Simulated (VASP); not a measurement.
# SiO2 (P4_2/mnm) in VASP: notebook

The runs below take SiO2 through single point, with LDA.

All numbers are computed with VASP 6.6.1; they aren't measurements. Logs are shortened: lines on timing, memory, paths and dates and some standing lists are left out, and cuts for length are marked.

**1. The cell of the first run**

The structure is tetragonal, space group P4_2/mnm (No. 136). Conventional cell: a = 4.180 Å, b = 4.180 Å, c = 2.981 Å, α = 90.00°, β = 90.00°, γ = 90.00°. Within 2.4 Å of Si (site symmetry mmm) lie 6 O at 1.81 to 1.88 Å. Within 2.4 Å of O (site symmetry m2m) lie 3 Si at 1.81 to 1.88 Å and 1 O at 2.30 Å.

**2. Single point, LDA**

INCAR reads:

```
SYSTEM = SiO2
PREC = Accurate
ENCUT = 520
EDIFF = 1E-6
ISMEAR = 0
SIGMA = 0.05
LREAL = .FALSE.
LASPH = .TRUE.
NELM = 80
ALGO = Normal
ISIF = 2
LWAVE = .FALSE.
LCHARG = .FALSE.
GGA = CA
NBANDS = 25
```

KPOINTS reads:

```
regular mesh
0
G
  6 6 8
  0 0 0
```

POSCAR reads:

```
SiO2
1.0
    4.1801000000      0.0000000000      0.0000000000
    0.0000000000      4.1801000000      0.0000000000
    0.0000000000      0.0000000000      2.9807000000
Si O
2 4
Direct
    0.5000000000      0.5000000000      0.5000000000
    0.0000000000      0.0000000000      0.0000000000
    0.6944252994      0.6944252994      0.0000000000
    0.1944252994      0.8055747006      0.5000000000
    0.3055747006      0.3055747006      0.0000000000
    0.8055747006      0.1944252994      0.5000000000
```

Potentials or basis: VASP PAW LDA potentials, release 64 (Si, O).

Started as:

```bash
> cat potpaw_LDA.64/Si/POTCAR potpaw_LDA.64/O/POTCAR > POTCAR
> mpirun -np 1 vasp_std > vasp.out
```

OUTCAR:

```text
SYSTEM = SiO2
   PREC = Accurate
   ENCUT = 520
   EDIFF = 1E-6
   ISMEAR = 0
   LREAL = .FALSE.
   LASPH = .TRUE.
   NELM = 80
   ISIF = 2
   GGA = CA

 ion  position               nearest neighbor table
   1  0.500  0.500  0.500-   4 1.81   6 1.81   5 1.88   3 1.88   3 1.88   5 1.88
   2  0.000  0.000  0.000-   3 1.81   5 1.81   4 1.88   6 1.88   4 1.88   6 1.88
   3  0.694  0.694  0.000-   2 1.81   1 1.88   1 1.88
   4  0.194  0.806  0.500-   1 1.81   2 1.88   2 1.88
   5  0.306  0.306  0.000-   2 1.81   1 1.88   1 1.88
   6  0.806  0.194  0.500-   1 1.81   2 1.88   2 1.88

  LATTYP: Found a simple tetragonal cell.
 ALAT       =     4.1801000000
 C/A-ratio  =     0.7130690653

  Lattice vectors:

 A1 = (   4.1801000000,   0.0000000000,   0.0000000000)
 A2 = (   0.0000000000,   4.1801000000,   0.0000000000)
 A3 = (   0.0000000000,   0.0000000000,   2.9807000000)

Analysis of symmetry for initial positions (statically):
=====================================================================
 Subroutine PRICEL returns:
 Original cell was already a primitive cell.

 Routine SETGRP: Setting up the symmetry group for a
 simple tetragonal supercell.

 Subroutine GETGRP returns: Found 16 space group operations
 (whereof  8 operations were pure point group operations)
 out of a pool of 16 trial point group operations.

The static configuration has the point symmetry D_2h.
 The point group associated with its full space group is D_4h.

Analysis of symmetry for dynamics (positions and initial velocities):
=====================================================================
 Subroutine PRICEL returns:
 Original cell was already a primitive cell.

 Routine SETGRP: Setting up the symmetry group for a
 simple tetragonal supercell.

 Subroutine GETGRP returns: Found 16 space group operations
 (whereof  8 operations were pure point group operations)
 out of a pool of 16 trial point group operations.

The dynamic configuration has the point symmetry D_2h.
 The point group associated with its full space group is D_4h.

 Subroutine INISYM returns: Found 16 space group operations
 (whereof  8 operations are pure point group operations),
 and found     1 'primitive' translations

----------------------------------------------------------------------------------------

                                     Primitive cell
[... 95 lines left out ...]
   LSORBIT =      F    spin-orbit coupling
   LASPH  =      T    aspherical Exc in radial PAW
   ENCUT  =  520.0 eV  38.22 Ry    6.18 a.u.   7.77  7.77  5.54*2*pi/ulx,y,z
   NELM   =     80;   NELMIN=  2; NELMDL= -5     # of ELM steps
   EDIFF  = 0.1E-05   stopping-criterion for ELM
   LREAL  =      F    real-space projection
   EDIFFG = 0.1E-04   stopping-criterion for IOM
   NSW    =      0    number of steps for IOM
   IBRION =     -1    ionic relax: 0-MD 1-quasi-New 2-CG
   NFREE  =      0    steps in history (QN), initial steepest desc. (CG)
   ISIF   =      2    stress and relaxation
   ISYM   =      2    0-nonsym 1-usesym 2-fastsym
   POTIM  = 0.5000    time-step for ionic-motion
   TEBEG  =    0.0;   TEEND  =   0.0 temperature during run
   PSTRESS=    0.0 pullay stress
   NELECT =      32.0000    total number of electrons
   NUPDOWN=      -1.0000    fix difference up-down
   EMIN   =  10.00;   EMAX   =-10.00  energy-range for DOS
   EFERMI =   0.00;   METHOD = LEGACY
   ISMEAR =     0;   SIGMA  =   0.05  broadening in eV -4-tet -1-fermi 0-gaus
   EFERMI_NEDOS =   21; number of points for ismear=-14 and -15
   IALGO  =     38    algorithm
   IMIX   =      4    mixing-type and parameters
     AMIX     =   0.40;   BMIX     =  1.00
     AMIX_MAG =   1.60;   BMIX_MAG =  1.00
  volume/ion in A,a.u.               =       8.68        58.58
  Fermi-wavevector in a.u.,A,eV,Ry     =   1.391749  2.630024 26.354017  1.936966
  Thomas-Fermi vector in A             =   2.515558
   LORBIT       =      0    0 simple, 1 ext, 2 COOP (PROOUT), +10 PAW based schemes
   GGA     = CA    functional components
   LHFCALC =     F    Hartree Fock is set to
   AEXX    =    0.0000 exact exchange contribution
   IVDW    =     0    specifies the selected vdW correction
   LEPSILON=     F    determine dielectric tensor
   LRPA    =     F    only Hartree local field effects (RPA)
 non-spin polarized calculation
 Gauss-broadening in eV      SIGMA  =   0.05
  energy-cutoff  :      520.00
  volume of cell :       52.08
 maximum number of plane-waves:      1423
 NGX is ok and might be reduce to    32
   NGX = 15   NGY = 15   NGZ = 11

 number of electron      31.9999983 magnetization

 Free energy of the ion-electron system (eV)
  ---------------------------------------------------
  ext. energy  EPLUGINS =         0.00000000
  ---------------------------------------------------
  free energy    TOTEN  =       -50.77931528 eV

  energy without entropy =      -50.77931528  energy(sigma->0) =      -50.77931528

 E-fermi :   6.8454     XC(G=0): -12.2074

 val. band max:        6.6377908678   @ k =   0.0000   0.0000   0.0000
 cond. band min:       9.9457285975   @ k =   0.0000   0.0000   0.0000
 fundamental gap:      3.3079377297
 Fermi energy:         6.8454186740

 k-point     1 :       0.0000    0.0000    0.0000
  band No.  band energies     occupation
      1     -14.4699      2.00000
      2     -11.1035      2.00000
      3     -11.1035      2.00000
      4     -10.7345      2.00000
      5      -3.5762      2.00000
      6       0.7213      2.00000
[... 661 lines left out ...]
     24      18.1645      0.00000
     25      19.5599      0.00000

 [... further k-points ...]
[... 5 lines left out ...]
  --------------------------------------------------------------------------------------
  -------------------------------------------------------------------------------------
  Total       -6.5924134     -6.5924134    -19.1932770      0.0000000      0.0000000      0.0000000
  in kB     -202.7978780   -202.7978780   -590.4295736      0.0000000      0.0000000      0.0000000
  external PRESSURE =    -332.0084432 kB  Pullay stress =       0.0000000 kB

 VOLUME and BASIS-vectors are now :
 -----------------------------------------------------------------------------
  energy-cutoff  :      520.00
  volume of cell :       52.08
      direct lattice vectors                 reciprocal lattice vectors
     4.180100000  0.000000000  0.000000000     0.239228727  0.000000000  0.000000000
     0.000000000  4.180100000  0.000000000     0.000000000  0.239228727  0.000000000
     0.000000000  0.000000000  2.980700000     0.000000000  0.000000000  0.335491663

 POSITION                                       TOTAL-FORCE (eV/Angst)
 -----------------------------------------------------------------------------------
      2.09005      2.09005      1.49035         0.000000      0.000000     -0.000000
      0.00000      0.00000      0.00000         0.000000      0.000000     -0.000000
      2.90277      2.90277      0.00000         0.202930      0.202930     -0.000000
      0.81272      3.36738      1.49035         0.202930     -0.202930     -0.000000
      1.27733      1.27733      0.00000        -0.202930     -0.202930      0.000000
      3.36738      0.81272      1.49035        -0.202930      0.202930     -0.000000
 -----------------------------------------------------------------------------------
    total drift:                                0.000000      0.000000     -0.000000

  FREE ENERGIE OF THE ION-ELECTRON SYSTEM (eV)
  ---------------------------------------------------
  free  energy   TOTEN  =       -50.7793152847 eV

  energy  without entropy=      -50.7793152847  energy(sigma->0) =      -50.77931528
```

Run time: 85 s. Hardware: 1 thread of AMD EPYC 7R13, shared host; peak memory 0.14 GiB.

Results:

* Free energy: -50.7793 eV
* Pressure: -33.2 GPa
* Largest force: 0.287 eV/Å
* Band gap on the k mesh: 3.31 eV, direct

Forces in eV/Å, atoms in the order of the input:
```
Si   0.000  0.000  0.000
Si   0.000  0.000  0.000
O    0.203  0.203  0.000
O    0.203 -0.203  0.000
O   -0.203 -0.203  0.000
O   -0.203  0.203  0.000
```

Stress tensor (GPa, compression positive):
```
-20.28   0.00   0.00
  0.00 -20.28   0.00
  0.00   0.00 -59.04
```

Expect the measured gap to be larger: semilocal functionals such as LDA lack the derivative discontinuity.

(Part 1 of 3 ends here.)
